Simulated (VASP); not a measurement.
Here is a VASP 6.6.1 calculation.

Contents of INCAR:

```
PREC = Accurate ; ENCUT = 520
EDIFF = 1E-7 ; ISMEAR = 0
SIGMA = 0.1 ; LREAL = False
LASPH = True ; NELM = 60
ALGO = Fast ; ISIF = 2
LWAVE = False ; LCHARG = False
GGA = PE ; NBANDS = 34
```

Contents of KPOINTS:

```
regular mesh
0
Gamma
  12 12 12
```

POSCAR

```
In
1.0
   -2.7810958270      2.7810958270      3.5846425797
    2.7810958270     -2.7810958270      3.5846425797
    2.7810958270      2.7810958270     -3.5846425797
In
4
Direct
    0.8750000000      0.3752354300      1.0002354300
    0.3750000000      0.8747645700     -0.0002354300
    0.6247645700      0.6250000000      0.4997645700
    0.1252354300      0.1250000000      0.5002354300
```

Potentials or basis: VASP PAW PBE potentials, release 64 (In_d).

Launch:

```bash
$ cat potpaw_PBE.64/In_d/POTCAR > POTCAR
$ mpirun -np 1 vasp_std > vasp.out
```

(1) Predict the band gap on the k mesh.

(2) What does it give for the pressure?

Results:

(1) zero (bands 26 and 27 overlap by 1.92 eV).

(2) -0.1 GPa.

Caveat: spin-orbit coupling is left out, which moves the levels of the heavy elements.
